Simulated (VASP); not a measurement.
# Be (Fm-3m) in VASP: further runs

Runs on Be. Level: LDA. Tasks: single point.

All numbers are computed with VASP 6.6.1; they aren't measurements. Logs are shortened: lines on timing, memory, paths and dates and some standing lists are left out, and cuts for length are marked.

### Step 1. The cell of the first run

The structure is cubic, space group Fm-3m (No. 225). Conventional cell: a = 2.616 Å, b = 2.616 Å, c = 2.616 Å, α = 90.00°, β = 90.00°, γ = 90.00°. Be (site symmetry m-3m) has 12 Be at 1.85 Å within 2.5 Å.

### Step 2. Single point, LDA

INCAR

```
SYSTEM = Be
ALGO = Normal
EDIFF = 1E-6
ENCUT = 520
GGA = CA
ISIF = 2
ISMEAR = -1
LASPH = .True.
LCHARG = .False.
LREAL = .False.
LWAVE = .False.
NBANDS = 7
NELM = 60
PREC = Accurate
SIGMA = 0.05
```

KPOINTS

```
k-points
0
Gamma
  25 25 25
  0 0 0
```

POSCAR

```
Be
1.0
    0.0000000000      1.3078330498      1.3078330498
    1.3078330498      0.0000000000      1.3078330498
    1.3078330498      1.3078330498      0.0000000000
Be
1
Direct
    0.0000000000      0.0000000000      0.0000000000
```

Potentials or basis: VASP PAW LDA potentials, release 64 (Be).

Started as:

```console
> cat potpaw_LDA.64/Be/POTCAR > POTCAR
> mpirun -np 1 vasp_std > vasp.out
```

OUTCAR:

```text
SYSTEM = Be
   EDIFF = 1E-6
   ENCUT = 520
   GGA = CA
   ISIF = 2
   ISMEAR = -1
   LASPH = .True.
   LREAL = .False.
   NELM = 60
   PREC = Accurate

 ion  position               nearest neighbor table
   1  0.000  0.000  0.000-

  LATTYP: Found a face centered cubic cell.
 ALAT       =     2.6156660996

  Lattice vectors:

 A1 = (   0.0000000000,   1.3078330498,   1.3078330498)
 A2 = (   1.3078330498,   0.0000000000,   1.3078330498)
 A3 = (   1.3078330498,   1.3078330498,   0.0000000000)

Analysis of symmetry for initial positions (statically):
=====================================================================
 Subroutine PRICEL returns:
 Original cell was already a primitive cell.

 Routine SETGRP: Setting up the symmetry group for a
 face centered cubic supercell.

 Subroutine GETGRP returns: Found 48 space group operations
 (whereof 48 operations were pure point group operations)
 out of a pool of 48 trial point group operations.

The static configuration has the point symmetry O_h .

Analysis of symmetry for dynamics (positions and initial velocities):
=====================================================================
 Subroutine PRICEL returns:
 Original cell was already a primitive cell.

 Routine SETGRP: Setting up the symmetry group for a
 face centered cubic supercell.

 Subroutine GETGRP returns: Found 48 space group operations
 (whereof 48 operations were pure point group operations)
 out of a pool of 48 trial point group operations.

The dynamic configuration has the point symmetry O_h .

 Subroutine INISYM returns: Found 48 space group operations
 (whereof 48 operations are pure point group operations),
 and found     1 'primitive' translations

----------------------------------------------------------------------------------------

                                     Primitive cell

  volume of cell :       4.4739

  direct lattice vectors                    reciprocal lattice vectors
     0.000000000  1.307833050  1.307833050    -0.382311794  0.382311794  0.382311794
     1.307833050  0.000000000  1.307833050     0.382311794 -0.382311794  0.382311794
     1.307833050  1.307833050  0.000000000     0.382311794  0.382311794 -0.382311794

  length of vectors
     1.849555236  1.849555236  1.849555236     0.662183452  0.662183452  0.662183452

  position of ions in fractional coordinates (direct lattice)
     0.000000000  0.000000000  0.000000000

  ion indices of the primitive-cell ions
   primitive index   ion index
                 1           1

----------------------------------------------------------------------------------------

 KPOINTS: k-points

Automatic generation of k-mesh.
 Grid dimensions read from file:
 generate k-points for:   25   25   25

 Generating k-lattice:

  Cartesian coordinates                     Fractional coordinates (reciprocal lattice)
    -0.015292472  0.015292472  0.015292472     0.040000000  0.000000000  0.000000000
     0.015292472 -0.015292472  0.015292472     0.000000000  0.040000000  0.000000000
     0.015292472  0.015292472 -0.015292472     0.000000000  0.000000000  0.040000000

  Length of vectors
     0.026487338  0.026487338  0.026487338

  Shift w.r.t. Gamma in fractional coordinates (k-lattice)
     0.000000000  0.000000000  0.000000000

 Subroutine IBZKPT returns following result:
 ===========================================

 Found    455 irreducible k-points:

 Following reciprocal coordinates:
            Coordinates               Weight
  0.000000  0.000000  0.000000      1.000000
  0.040000  0.000000  0.000000      8.000000
  0.080000  0.000000  0.000000      8.000000
  0.120000  0.000000  0.000000      8.000000
  0.160000  0.000000  0.000000      8.000000
  0.200000  0.000000  0.000000      8.000000
[... 16 lines left out ...]
  0.400000  0.040000  0.000000     24.000000
  0.440000  0.040000  0.000000     24.000000
 [... further k-points ...]
   k-points           NKPTS =    455   k-points in BZ     NKDIM =    455   number of bands    NBANDS=      7
   number of dos      NEDOS =    301   number of ions     NIONS =      1
   total plane-waves  NPLWV =   2744
   dimension x,y,z NGX =    14 NGY =   14 NGZ =   14
   dimension x,y,z NGXF=    28 NGYF=   28 NGZF=   28
   ions per type =               1
   NGX,Y,Z   is equivalent  to a cutoff of  12.58, 12.58, 12.58 a.u.
   NGXF,Y,Z  is equivalent  to a cutoff of  25.17, 25.17, 25.17 a.u.
 SYSTEM =  Be
   PREC   = accura    normal or accurate (medium, high low for compatibility)
   ISTART =      0    job   : 0-new  1-cont  2-samecut
   ICHARG =      2    charge: 1-file 2-atom 10-const
   ISPIN  =      1    spin polarized calculation?
   LNONCOLLINEAR =      F non collinear calculations
   LSORBIT =      F    spin-orbit coupling
   LASPH  =      T    aspherical Exc in radial PAW
   ENCUT  =  520.0 eV  38.22 Ry    6.18 a.u.   3.44  3.44  3.44*2*pi/ulx,y,z
   NELM   =     60;   NELMIN=  2; NELMDL= -5     # of ELM steps
   EDIFF  = 0.1E-05   stopping-criterion for ELM
   LREAL  =      F    real-space projection
   EDIFFG = 0.1E-04   stopping-criterion for IOM
   NSW    =      0    number of steps for IOM
   IBRION =     -1    ionic relax: 0-MD 1-quasi-New 2-CG
   NFREE  =      0    steps in history (QN), initial steepest desc. (CG)
   ISIF   =      2    stress and relaxation
   ISYM   =      2    0-nonsym 1-usesym 2-fastsym
   POTIM  = 0.5000    time-step for ionic-motion
   TEBEG  =    0.0;   TEEND  =   0.0 temperature during run
   PSTRESS=    0.0 pullay stress
   NELECT =       2.0000    total number of electrons
   NUPDOWN=      -1.0000    fix difference up-down
   EMIN   =  10.00;   EMAX   =-10.00  energy-range for DOS
   EFERMI =   0.00;   METHOD = LEGACY
   ISMEAR =    -1;   SIGMA  =   0.05  broadening in eV -4-tet -1-fermi 0-gaus
   EFERMI_NEDOS =   21; number of points for ismear=-14 and -15
   IALGO  =     38    algorithm
   IMIX   =      4    mixing-type and parameters
     AMIX     =   0.40;   BMIX     =  1.00
     AMIX_MAG =   1.60;   BMIX_MAG =  1.00
  volume/ion in A,a.u.               =       4.47        30.19
  Fermi-wavevector in a.u.,A,eV,Ry     =   1.251764  2.365491 21.319154  1.566914
  Thomas-Fermi vector in A             =   2.385696
   LORBIT       =      0    0 simple, 1 ext, 2 COOP (PROOUT), +10 PAW based schemes
   GGA     = CA    functional components
   LHFCALC =     F    Hartree Fock is set to
   AEXX    =    0.0000 exact exchange contribution
   IVDW    =     0    specifies the selected vdW correction
   LEPSILON=     F    determine dielectric tensor
   LRPA    =     F    only Hartree local field effects (RPA)
 non-spin polarized calculation
  energy-cutoff  :      520.00
  volume of cell :        4.47
 maximum number of plane-waves:       129
 NGX is ok and might be reduce to    14
   NGX =  7   NGY =  7   NGZ =  7

 number of electron       2.0000000 magnetization

 Free energy of the ion-electron system (eV)
  ---------------------------------------------------
  ext. energy  EPLUGINS =         0.00000000
  ---------------------------------------------------
  free energy    TOTEN  =        -3.08088655 eV

  energy without entropy =       -3.08041305  energy(sigma->0) =       -3.08064980

 E-fermi :  13.0071     XC(G=0): -12.6636

 val. band max:       12.9254428713   @ k =  -0.2800   0.4400   0.1600
 cond. band min:      13.0234171927   @ k =  -0.3600   0.3600   0.0400
 fundamental gap:      0.0979743214
 Fermi energy:        13.0070531378

 k-point     1 :       0.0000    0.0000    0.0000
  band No.  band energies     occupation
      1      -1.8150      2.00000
      2      42.9431      0.00000
      3      42.9431      0.00000
      4      42.9431      0.00000
      5      54.7556      0.00000
      6      54.7556      0.00000
      7      54.7556      0.00000

 k-point     2 :       0.0400    0.0000    0.0000
  band No.  band energies     occupation
      1      -1.7584      2.00000
      2      42.1961      0.00000
      3      42.7737      0.00000
      4      42.7737      0.00000
      5      53.6252      0.00000
      6      55.0618      0.00000
      7      55.0618      0.00000

 k-point     3 :       0.0800    0.0000    0.0000
  band No.  band energies     occupation
      1      -1.5881      2.00000
      2      40.1577      0.00000
      3      42.3223      0.00000
      4      42.3223      0.00000
      5      52.7614      0.00000
      6      55.8896      0.00000
      7      55.8896      0.00000

 k-point     4 :       0.1200    0.0000    0.0000
  band No.  band energies     occupation
      1      -1.3033      2.00000
      2      37.3515      0.00000
      3      41.7102      0.00000
      4      41.7102      0.00000
      5      52.7305      0.00000
      6      56.9712      0.00000
      7      56.9712      0.00000

 k-point     5 :       0.1600    0.0000    0.0000
  band No.  band energies     occupation
      1      -0.9032      2.00000
      2      34.2491      0.00000
      3      41.0491      0.00000
      4      41.0491      0.00000
      5      53.2487      0.00000
      6      57.7615      0.00000
      7      57.7615      0.00000
[... 161 lines left out ...]
 k-point    22 :       0.3600    0.0400    0.0000
  band No.  band energies     occupation
      1       2.4641      2.00000
      2      20.9346      0.00000
      3      37.6084      0.00000
      4      39.5748      0.00000
      5      49.7735      0.00000
      6      54.1186      0.00000
      7      56.6277      0.00000

 k-point    23 :       0.4000    0.0400    0.0000
  band No.  band energies     occupation
      1       3.3695      2.00000
      2      18.7894      0.00000
      3      37.5502      0.00000
      4      39.1114      0.00000
      5      49.0250      0.00000
      6      52.9405      0.00000
      7      55.9727      0.00000

 k-point    24 :       0.4400    0.0400    0.0000
  band No.  band energies     occupation
      1       4.2053      2.00000
      2      17.0777      0.00000
      3      37.6148      0.00000
      4      38.6828      0.00000
      5      48.5674      0.00000
      6      51.9944      0.00000
      7      55.4927      0.00000

 [... further k-points ...]
[... 5 lines left out ...]
  --------------------------------------------------------------------------------------
  -------------------------------------------------------------------------------------
  Total        4.5205459      4.5205459      4.5205459     -0.0000000     -0.0000000      0.0000000
  in kB     1618.8795751   1618.8795751   1618.8795751     -0.0000000     -0.0000000      0.0000000
  external PRESSURE =    1618.8795751 kB  Pullay stress =       0.0000000 kB

 VOLUME and BASIS-vectors are now :
 -----------------------------------------------------------------------------
  energy-cutoff  :      520.00
  volume of cell :        4.47
      direct lattice vectors                 reciprocal lattice vectors
     0.000000000  1.307833050  1.307833050    -0.382311794  0.382311794  0.382311794
     1.307833050  0.000000000  1.307833050     0.382311794 -0.382311794  0.382311794
     1.307833050  1.307833050  0.000000000     0.382311794  0.382311794 -0.382311794

 POSITION                                       TOTAL-FORCE (eV/Angst)
 -----------------------------------------------------------------------------------
      0.00000      0.00000      0.00000        -0.000000      0.000000     -0.000000
 -----------------------------------------------------------------------------------
    total drift:                                0.000000      0.000000      0.000000

  FREE ENERGIE OF THE ION-ELECTRON SYSTEM (eV)
  ---------------------------------------------------
  free  energy   TOTEN  =        -3.0808865454 eV

  energy  without entropy=       -3.0804130453  energy(sigma->0) =       -3.08064980
```

It took 3.8 s on 1 thread of Intel Xeon Platinum 8559C (Emerald Rapids), shared host; peak memory 0.11 GiB.

Results:

```yaml
Free_energy: -3.0809 eV
Pressure: 161.9 GPa
Band_gap_on_the_k_mesh: zero (band 1 reaches 13.46 eV, above the bottom of band 2 at 12.28 eV)
```

### Step 3. Single point, LDA

INCAR

```
SYSTEM = Be
  PREC = Accurate
  ENCUT = 520
  EDIFF = 1E-6
  ISMEAR = -1
  SIGMA = 0.05
  LREAL = .False.
  LASPH = .True.
  NELM = 100
  ALGO = Normal
  ISIF = 2
  LWAVE = .False.
  LCHARG = .False.
  NBANDS = 7
```

KPOINTS

```
Automatic mesh
0
Gamma
  25 25 25
  0 0 0
```

POSCAR

```
Be
1.0
    0.0000000000      1.3075590419      1.3075590419
    1.3075590419      0.0000000000      1.3075590419
    1.3075590419      1.3075590419      0.0000000000
Be
1
Direct
    0.0000000000      0.0000000000      0.0000000000
```

Potentials or basis: VASP PAW LDA potentials, release 64 (Be).

Started as:

```console
> cat potpaw_LDA.64/Be/POTCAR > POTCAR
> mpirun -np 1 vasp_std > vasp.out
```

Wall time 3.9 s (1 thread of Intel Xeon Platinum 8559C (Emerald Rapids), shared host); peak memory 0.11 GiB.

It converged, with:

* Free energy: -3.0780 eV
* Pressure: 162.3 GPa
* Band gap on the k mesh: zero (band 1 reaches 13.47 eV, above the bottom of band 2 at 12.29 eV)

Levels at points of the mesh, in eV from the Fermi level:
| k point | band 1 | band 2 | band 3 | band 4 | band 5 | band 6 |
| --- | --- | --- | --- | --- | --- | --- |
| (0.00, 0.00, 0.00) | -14.83 | 29.95 | 29.95 | 29.95 | 41.77 | 41.77 |

(Continued in part 2 of 2.)
